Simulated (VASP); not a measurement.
# CdO5 (F-43m) in VASP: further runs

Runs on CdO5. Level: PBE. Tasks: single point.

All numbers are computed with VASP 6.6.1; they aren't measurements. Logs are shortened: lines on timing, memory, paths and dates and some standing lists are left out, and cuts for length are marked.

### Step 1. The cell of the first run

It takes space group F-43m (No. 216, cubic). Conventional cell: a = 6.269 Å, b = 6.269 Å, c = 6.269 Å, α = 90.00°, β = 90.00°, γ = 90.00°. Cd (site symmetry -43m) has 16 O at 2.60 to 2.71 Å within 3.4 Å. O (site symmetry -43m) has 12 O at 2.60 Å and 4 Cd at 2.71 Å within 3.4 Å. Within 2.9 Å of O (site symmetry 3m) lie 9 O at 2.19 to 2.60 Å and 3 Cd at 2.60 Å.

The cell was built from a structure type or drawn by symmetry, and may not be a known phase.

### Step 2. Single point, PBE, collinear spin, ferromagnetic start

File INCAR:

```
PREC = Accurate
ENCUT = 520
EDIFF = 1E-7
ISMEAR = 0
SIGMA = 0.1
LREAL = False
LASPH = True
NELM = 150
ALGO = Normal
ISIF = 2
LWAVE = False
LCHARG = False
ISPIN = 2
MAGMOM = 0 1 1 1 1 1
LORBIT = 11
GGA = PE
NBANDS = 34
```

File KPOINTS:

```
regular mesh
0
Gamma
  4 4 4
```

File POSCAR:

```
CdO5
1.0
    0.0000000000      3.1343448969      3.1343448969
    3.1343448969      0.0000000000      3.1343448969
    3.1343448969      3.1343448969      0.0000000000
Cd O
1 5
Direct
    0.0000000000      0.0000000000      0.0000000000
    0.7500000000      0.7500000000      0.7500000000
    0.3767333359      0.3767333359      0.8697999922
    0.3767333359      0.8697999922      0.3767333359
    0.8697999922      0.3767333359      0.3767333359
    0.3767333359      0.3767333359      0.3767333359
```

Potentials or basis: VASP PAW PBE potentials, release 64 (Cd, O).

Launch:

```
> cat potpaw_PBE.64/Cd/POTCAR potpaw_PBE.64/O/POTCAR > POTCAR
> mpirun -np 1 vasp_std > vasp.out
```

OUTCAR:

```text
PREC = Accurate
   ENCUT = 520
   EDIFF = 1E-7
   ISMEAR = 0
   LREAL = False
   LASPH = True
   NELM = 150
   ISIF = 2
   ISPIN = 2
   LORBIT = 11
   GGA = PE

 ion  position               nearest neighbor table
   1  0.000  0.000  0.000-   3 2.60   4 2.60   5 2.60   6 2.60   6 2.60   6 2.60   3 2.60   5 2.60
                             5 2.60   3 2.60   4 2.60   4 2.60   2 2.71   2 2.71   2 2.71   2 2.71
   2  0.750  0.750  0.750-   1 2.71   1 2.71   1 2.71   1 2.71
   3  0.377  0.377  0.870-   1 2.60   1 2.60   1 2.60
   4  0.377  0.870  0.377-   1 2.60   1 2.60   1 2.60
   5  0.870  0.377  0.377-   1 2.60   1 2.60   1 2.60
   6  0.377  0.377  0.377-   1 2.60   1 2.60   1 2.60

  LATTYP: Found a face centered cubic cell.
 ALAT       =     6.2686897938

  Lattice vectors:

 A1 = (   0.0000000000,   3.1343448969,   3.1343448969)
 A2 = (   3.1343448969,   0.0000000000,   3.1343448969)
 A3 = (   3.1343448969,   3.1343448969,   0.0000000000)

Analysis of symmetry for initial positions (statically):
=====================================================================
 Subroutine PRICEL returns:
 Original cell was already a primitive cell.

 Routine SETGRP: Setting up the symmetry group for a
 face centered cubic supercell.

 Subroutine GETGRP returns: Found 24 space group operations
 (whereof 24 operations were pure point group operations)
 out of a pool of 48 trial point group operations.

The static configuration has the point symmetry T_d .

Analysis of symmetry for dynamics (positions and initial velocities):
=====================================================================
 Subroutine PRICEL returns:
 Original cell was already a primitive cell.

 Routine SETGRP: Setting up the symmetry group for a
 face centered cubic supercell.

 Subroutine GETGRP returns: Found 24 space group operations
 (whereof 24 operations were pure point group operations)
 out of a pool of 48 trial point group operations.

The dynamic configuration has the point symmetry T_d .

Analysis of structural, dynamic, and magnetic symmetry:
=====================================================================
 Subroutine PRICEL returns:
 Original cell was already a primitive cell.

 Routine SETGRP: Setting up the symmetry group for a
 face centered cubic supercell.

 Subroutine GETGRP returns: Found 24 space group operations
 (whereof 24 operations were pure point group operations)
 out of a pool of 48 trial point group operations.

The overall configuration has the point symmetry T_d .

 Subroutine INISYM returns: Found 24 space group operations
 (whereof 24 operations are pure point group operations),
 and found     1 'primitive' translations

----------------------------------------------------------------------------------------

                                     Primitive cell

  volume of cell :      61.5843

  direct lattice vectors                    reciprocal lattice vectors
     0.000000000  3.134344897  3.134344897    -0.159522968  0.159522968  0.159522968
     3.134344897  0.000000000  3.134344897     0.159522968 -0.159522968  0.159522968
     3.134344897  3.134344897  0.000000000     0.159522968  0.159522968 -0.159522968

  length of vectors
     4.432633062  4.432633062  4.432633062     0.276301885  0.276301885  0.276301885

  position of ions in fractional coordinates (direct lattice)
     0.000000000  0.000000000  0.000000000
     0.750000000  0.750000000  0.750000000
     0.376733336  0.376733336  0.869799992
     0.376733336  0.869799992  0.376733336
     0.869799992  0.376733336  0.376733336
     0.376733336  0.376733336  0.376733336

  ion indices of the primitive-cell ions
   primitive index   ion index
                 1           1
                 2           2
                 3           3
                 4           4
                 5           5
                 6           6

----------------------------------------------------------------------------------------

 KPOINTS: regular mesh

Automatic generation of k-mesh.
 Grid dimensions read from file:
 generate k-points for:    4    4    4

 Generating k-lattice:
[... 25 lines left out ...]
  0.500000  0.500000  0.000000      3.000000
 -0.250000  0.500000  0.250000      6.000000
   k-points           NKPTS =      8   k-points in BZ     NKDIM =      8   number of bands    NBANDS=     34
   number of dos      NEDOS =    301   number of ions     NIONS =      6
   total plane-waves  NPLWV =  46656
   dimension x,y,z NGX =    36 NGY =   36 NGZ =   36
   dimension x,y,z NGXF=    72 NGYF=   72 NGZF=   72
   ions per type =               1   5
   NGX,Y,Z   is equivalent  to a cutoff of  13.50, 13.50, 13.50 a.u.
   NGXF,Y,Z  is equivalent  to a cutoff of  27.00, 27.00, 27.00 a.u.
 SYSTEM =  unknown system
   PREC   = accura    normal or accurate (medium, high low for compatibility)
   ISTART =      0    job   : 0-new  1-cont  2-samecut
   ICHARG =      2    charge: 1-file 2-atom 10-const
   ISPIN  =      2    spin polarized calculation?
   LNONCOLLINEAR =      F non collinear calculations
   LSORBIT =      F    spin-orbit coupling
   LASPH  =      T    aspherical Exc in radial PAW
   ENCUT  =  520.0 eV  38.22 Ry    6.18 a.u.   8.24  8.24  8.24*2*pi/ulx,y,z
   NELM   =    150;   NELMIN=  2; NELMDL= -5     # of ELM steps
   EDIFF  = 0.1E-06   stopping-criterion for ELM
   LREAL  =      F    real-space projection
   EDIFFG = 0.1E-05   stopping-criterion for IOM
   NSW    =      0    number of steps for IOM
   IBRION =     -1    ionic relax: 0-MD 1-quasi-New 2-CG
   NFREE  =      0    steps in history (QN), initial steepest desc. (CG)
   ISIF   =      2    stress and relaxation
   ISYM   =      2    0-nonsym 1-usesym 2-fastsym
   POTIM  = 0.5000    time-step for ionic-motion
   TEBEG  =    0.0;   TEEND  =   0.0 temperature during run
   PSTRESS=    0.0 pullay stress
   NELECT =      42.0000    total number of electrons
   NUPDOWN=      -1.0000    fix difference up-down
   EMIN   =  10.00;   EMAX   =-10.00  energy-range for DOS
   EFERMI =   0.00;   METHOD = LEGACY
   ISMEAR =     0;   SIGMA  =   0.10  broadening in eV -4-tet -1-fermi 0-gaus
   EFERMI_NEDOS =   21; number of points for ismear=-14 and -15
   IALGO  =     38    algorithm
   IMIX   =      4    mixing-type and parameters
     AMIX     =   0.40;   BMIX     =  1.00
     AMIX_MAG =   1.60;   BMIX_MAG =  1.00
  volume/ion in A,a.u.               =      10.26        69.27
  Fermi-wavevector in a.u.,A,eV,Ry     =   1.441013  2.723119 28.252738  2.076518
  Thomas-Fermi vector in A             =   2.559693
   LORBIT       =     11    0 simple, 1 ext, 2 COOP (PROOUT), +10 PAW based schemes
   GGA     = PE    functional components
   LHFCALC =     F    Hartree Fock is set to
   AEXX    =    0.0000 exact exchange contribution
   IVDW    =     0    specifies the selected vdW correction
   LEPSILON=     F    determine dielectric tensor
   LRPA    =     F    only Hartree local field effects (RPA)
 spin polarized calculation
 Gauss-broadening in eV      SIGMA  =   0.10
  energy-cutoff  :      520.00
  volume of cell :       61.58
 maximum number of plane-waves:      1676
 NGX is ok and might be reduce to    36
   NGX = 17   NGY = 17   NGZ = 17

 number of electron      42.0000009 magnetization       4.8518233

 Free energy of the ion-electron system (eV)
  ---------------------------------------------------
  ext. energy  EPLUGINS =         0.00000000
  ---------------------------------------------------
  free energy    TOTEN  =       -17.91083424 eV

  energy without entropy =      -17.88004171  energy(sigma->0) =      -17.89543798

 E-fermi :   1.6335     XC(G=0): -11.5378

 val. band max:        1.6328646895   @ k =   0.5000   0.2500   0.0000
 cond. band min:       1.7507201238   @ k =   0.2500   0.0000   0.0000
 fundamental gap:      0.1178554344
 Fermi energy:         1.6334781670

 spin component 1

 k-point     1 :       0.0000    0.0000    0.0000
  band No.  band energies     occupation
      1     -18.8106      1.00000
      2     -15.8329      1.00000
      3     -15.1726      1.00000
      4     -15.1726      1.00000
      5     -15.1726      1.00000
      6      -5.6805      1.00000
[... 277 lines left out ...]
     32      20.2448      0.00000
     33      20.3244      0.00000
 Fermi energy:         1.6334781670

 spin component 2

 k-point     1 :       0.0000    0.0000    0.0000
  band No.  band energies     occupation
      1     -17.5056      1.00000
      2     -13.6668      1.00000
      3     -13.6668      1.00000
      4     -13.6668      1.00000
      5     -13.3526      1.00000
      6      -5.4569      1.00000
[... 277 lines left out ...]
     32      20.6647      0.00000
     33      20.8984      0.00000
 [bands above 33 left out]

------------------------ aborting loop because EDIFF is reached ----------------------------------------

  FORCE on cell =-STRESS in cart. coord.  units (eV):
  Direction    XX          YY          ZZ          XY          YZ          ZX
  --------------------------------------------------------------------------------------
  -------------------------------------------------------------------------------------
  Total       -0.0198627     -0.0198627     -0.0198627     -0.0000000      0.0000000      0.0000000
  in kB       -0.5167488     -0.5167488     -0.5167488     -0.0000000      0.0000000      0.0000000
  external PRESSURE =      -0.5167488 kB  Pullay stress =       0.0000000 kB

 VOLUME and BASIS-vectors are now :
 -----------------------------------------------------------------------------
  energy-cutoff  :      520.00
  volume of cell :       61.58
      direct lattice vectors                 reciprocal lattice vectors
     0.000000000  3.134344897  3.134344897    -0.159522968  0.159522968  0.159522968
     3.134344897  0.000000000  3.134344897     0.159522968 -0.159522968  0.159522968
     3.134344897  3.134344897  0.000000000     0.159522968  0.159522968 -0.159522968

 POSITION                                       TOTAL-FORCE (eV/Angst)
 -----------------------------------------------------------------------------------
      0.00000      0.00000      0.00000        -0.000000     -0.000000     -0.000000
      4.70152      4.70152      4.70152        -0.000000     -0.000000     -0.000000
      3.90707      3.90707      2.36162        -0.015182     -0.015182      0.015182
      3.90707      2.36162      3.90707        -0.015182      0.015182     -0.015182
      2.36162      3.90707      3.90707         0.015182     -0.015182     -0.015182
      2.36162      2.36162      2.36162         0.015182      0.015182      0.015182
 -----------------------------------------------------------------------------------
    total drift:                                0.000000      0.000000      0.000000

  FREE ENERGIE OF THE ION-ELECTRON SYSTEM (eV)
  ---------------------------------------------------
  free  energy   TOTEN  =       -17.9108342418 eV

  energy  without entropy=      -17.8800417085  energy(sigma->0) =      -17.89543798

 total charge

# of ion       s       p       d       tot
------------------------------------------
    1        0.233   0.164   9.641  10.038
    2        1.625   3.036   0.000   4.661
    3        1.645   3.009   0.000   4.654
    4        1.645   3.009   0.000   4.654
    5        1.645   3.009   0.000   4.654
    6        1.645   3.009   0.000   4.654
--------------------------------------------------
tot          8.439  15.236   9.641  33.316

 magnetization (x)

# of ion       s       p       d       tot
------------------------------------------
    1       -0.038  -0.018   0.026  -0.030
    2        0.012   1.266   0.000   1.278
    3        0.008   0.739   0.000   0.747
    4        0.008   0.739   0.000   0.747
    5        0.008   0.739   0.000   0.747
    6        0.008   0.739   0.000   0.747
--------------------------------------------------
tot          0.009   4.202   0.026   4.236
```

Run time: 45 s. Hardware: 1 thread of Intel Xeon 6975P-C (Granite Rapids), shared host; peak memory 0.24 GiB.

Results:

* Free energy: -17.9108 eV
* Pressure: -0.1 GPa
* Largest force: 0.026 eV/Å
* Net moment: 4.85 μB per cell
* Site moments: Cd -0.03; O +1.28, +0.75 (each value once) μB
* Valence electrons inside the program's atomic spheres: Cd 10.04; O 4.66, 4.65 (each value once)

Forces on the atoms (eV/Å):
```
Cd   0.000  0.000  0.000
O    0.000  0.000  0.000
O   -0.015 -0.015  0.015
O   -0.015  0.015 -0.015
O    0.015 -0.015 -0.015
O    0.015  0.015  0.015
```

Levels at points of the mesh, in eV from the Fermi level:
Spin up:
```tsv
k point	band 20	band 21	band 22	band 23	band 24	band 25	band 26	band 27
(0.00, 0.00, 0.00)	-0.46	-0.46	-0.46	0.59	0.59	0.59	2.43	10.09
(0.50, 0.00, 0.00)	-2.21	-1.47	-1.47	-0.44	0.49	0.49	4.16	9.51
(0.50, 0.50, 0.00)	-1.93	-1.88	-1.48	-1.48	0.29	0.29	4.73	9.94
```
Spin down:
| k point | band 17 | band 18 | band 19 | band 20 | band 21 | band 22 |
| --- | --- | --- | --- | --- | --- | --- |
| (0.00, 0.00, 0.00) | -0.31 | -0.31 | -0.31 | 1.30 | 1.30 | 1.30 |
| (0.50, 0.00, 0.00) | -1.09 | -0.77 | -0.77 | -0.43 | 0.69 | 0.69 |
| (0.50, 0.50, 0.00) | -0.77 | -0.77 | -0.64 | -0.42 | 0.32 | 0.74 |

Caveat: the k points lie up to 0.43 Å⁻¹ apart.

### Step 3. Single point, PBE, collinear spin, ferromagnetic start

This run uses another cell than the first one, of 11.59 Å³/atom.

File INCAR:

```
SYSTEM = CdO5
ALGO     = Normal         ! electronic algorithm
EDIFF    = 1E-7           ! SCF threshold, eV
ENCUT    = 520            ! plane-wave cutoff, eV
GGA      = PE             ! functional
ISIF     = 2              ! what is computed and relaxed
ISMEAR   = 0              ! smearing method
ISPIN    = 2              ! spin polarisation
LASPH    = .True.         ! aspherical terms in the spheres
LCHARG   = .False.        ! write CHGCAR
LORBIT   = 11             ! projections on sites
LREAL    = .False.        ! projectors in reciprocal space
LWAVE    = .False.        ! write WAVECAR
MAGMOM   = 0 1 1 1 1 1    ! initial moments
NBANDS   = 34             ! bands
NELM     = 150            ! most SCF steps
PREC     = Accurate       ! precision mode
SIGMA    = 0.1            ! smearing width, eV
```

File KPOINTS:

```
k-points
0
Gamma
  4 4 4
  0 0 0
```

File POSCAR:

```
CdO5
1.0
    0.0000000000      3.2639355000      3.2639355000
    3.2639355000      0.0000000000      3.2639355000
    3.2639355000      3.2639355000      0.0000000000
Cd O
1 5
Direct
    0.0000000000      0.0000000000      0.0000000000
    0.7500000000      0.7500000000      0.7500000000
    0.3750000000      0.3750000000      0.8750000000
    0.3750000000      0.8750000000      0.3750000000
    0.8750000000      0.3750000000      0.3750000000
    0.3750000000      0.3750000000      0.3750000000
```

Potentials or basis: VASP PAW PBE potentials, release 64 (Cd, O).

Launch:

```
> cat potpaw_PBE.64/Cd/POTCAR potpaw_PBE.64/O/POTCAR > POTCAR
> mpirun -np 1 vasp_std > vasp.out
```

It took 40 s on 1 thread of Intel Xeon 6975P-C (Granite Rapids), shared host; peak memory 0.24 GiB.

Results (log left out):

```yaml
Free_energy: -17.6645 eV
Pressure: -9.3 GPa
Net_moment: 5.36 μB per cell
Site_moments: Cd -0.04; O +1.34, +0.84 (each value once) μB
Valence_electrons_inside_the_program's_atomic_spheres: Cd 9.98; O 4.62, 4.63 (each value once)
```

Levels at points of the mesh, in eV from the Fermi level:
Spin up:
```csv
k point,band 20,band 21,band 22,band 23,band 24,band 25,band 26,band 27
"(0.00, 0.00, 0.00)",-0.48,-0.48,-0.48,0.40,0.40,0.40,1.91,9.46
"(0.50, 0.00, 0.00)",-1.96,-1.53,-1.53,-0.47,0.31,0.31,3.55,8.69
"(0.50, 0.50, 0.00)",-1.84,-1.71,-1.59,-1.59,0.15,0.15,4.03,9.08
```
Spin down:
```tsv
k point	band 16	band 17	band 18	band 19	band 20	band 21
(0.00, 0.00, 0.00)	-1.38	-0.16	-0.16	-0.16	1.40	1.40
(0.50, 0.00, 0.00)	-1.00	-0.57	-0.36	-0.36	-0.28	0.73
(0.50, 0.50, 0.00)	-1.07	-0.32	-0.32	-0.32	-0.05	0.44
```

Caveat: the k points lie up to 0.42 Å⁻¹ apart.

### Step 4. Single point, PBE, collinear spin, ferromagnetic start

This run uses another cell than the first one, of 10.15 Å³/atom.

File INCAR:

```
SYSTEM = CdO5
PREC = Accurate ; ENCUT = 520
EDIFF = 1E-6 ; ISMEAR = 0
SIGMA = 0.1 ; LREAL = .False.
LASPH = .True. ; NELM = 150
ALGO = Normal ; ISIF = 2
LWAVE = .False. ; LCHARG = .True.
ISPIN = 2 ; MAGMOM = 0 1.05 1.05 1.05 1.05 1.05
LORBIT = 11 ; GGA = PE
LELF = .True. ; LVHAR = .True.
NBANDS = 34
```

File KPOINTS:

```
regular mesh
0
Gamma
  6 6 6
  0 0 0
```

File POSCAR:

```
CdO5
1.0
    0.0000000000      3.1223747955      3.1223747955
    3.1223747955      0.0000000000      3.1223747955
    3.1223747955      3.1223747955      0.0000000000
Cd O
1 5
Direct
    0.0000000000      0.0000000000      0.0000000000
    0.2500000000      0.2500000000      0.2500000000
    0.6233467642      0.6233467642      0.6233467642
    0.1299597075      0.6233467642      0.6233467642
    0.6233467642      0.6233467642      0.1299597075
    0.6233467642      0.1299597075      0.6233467642
```

Launch:

```
> cat potpaw_PBE.64/Cd/POTCAR potpaw_PBE.64/O/POTCAR > POTCAR
> mpirun -np 1 vasp_std > vasp.out
```

It took 62 s on 1 thread of Intel Xeon 6975P-C (Granite Rapids), shared host; peak memory 0.26 GiB.

Results (log left out):

* Free energy: -17.8652 eV
* Pressure: 0.1 GPa
* Net moment: 3.82 μB per cell
* Site moments: Cd -0.03; O +1.28, +0.52 (each value once) μB
* Valence electrons inside the program's atomic spheres: Cd 10.04; O 4.66

Levels at points of the mesh, in eV from the Fermi level:
Spin up:
```csv
k point,band 19,band 20,band 21,band 22,band 23,band 24,band 25,band 26,band 27,band 28
"(0.00, 0.00, 0.00)",-2.45,-0.24,-0.24,-0.24,1.03,1.03,1.03,2.60,10.26,10.26
"(0.50, 0.00, 0.00)",-2.05,-1.84,-1.33,-1.33,-0.22,0.91,0.91,4.35,9.71,11.23
"(0.50, 0.50, 0.00)",-1.91,-1.74,-1.73,-1.37,-1.37,0.68,0.68,4.93,10.15,11.14
```
Spin down:
| k point | band 17 | band 18 | band 19 | band 20 | band 21 | band 22 |
| --- | --- | --- | --- | --- | --- | --- |
| (0.00, 0.00, 0.00) | -0.29 | -0.29 | -0.29 | 1.21 | 1.21 | 1.21 |
| (0.50, 0.00, 0.00) | -1.48 | -0.93 | -0.93 | -0.41 | 0.68 | 0.68 |
| (0.50, 0.50, 0.00) | -1.02 | -1.02 | -0.75 | -0.51 | 0.31 | 0.75 |

### Step 5. Summary

```csv
cell,k mesh,gap on the mesh (eV),pressure (GPa),moment (μB)
"a = 4.433 Å, angles 60.0°, 6 atoms, atomic positions A",4 × 4 × 4,none,-0.1,4.85
"a = 4.616 Å, angles 60.0°, 6 atoms, atomic positions B",4 × 4 × 4,none,-9.3,5.36
"a = 4.416 Å, angles 60.0°, 6 atoms, atomic positions A",6 × 6 × 6,none,0.1,3.82
```

Alike in all rows: task single point; level PBE; potentials or basis VASP PAW PBE potentials, release 64 (Cd, O); spin collinear, ferromagnetic start; cutoff (eV) 520; smearing gaussian 0.1 eV.

Caveats: some runs use coarse meshes.

Absolute energies hang on the potentials; compare differences alone.
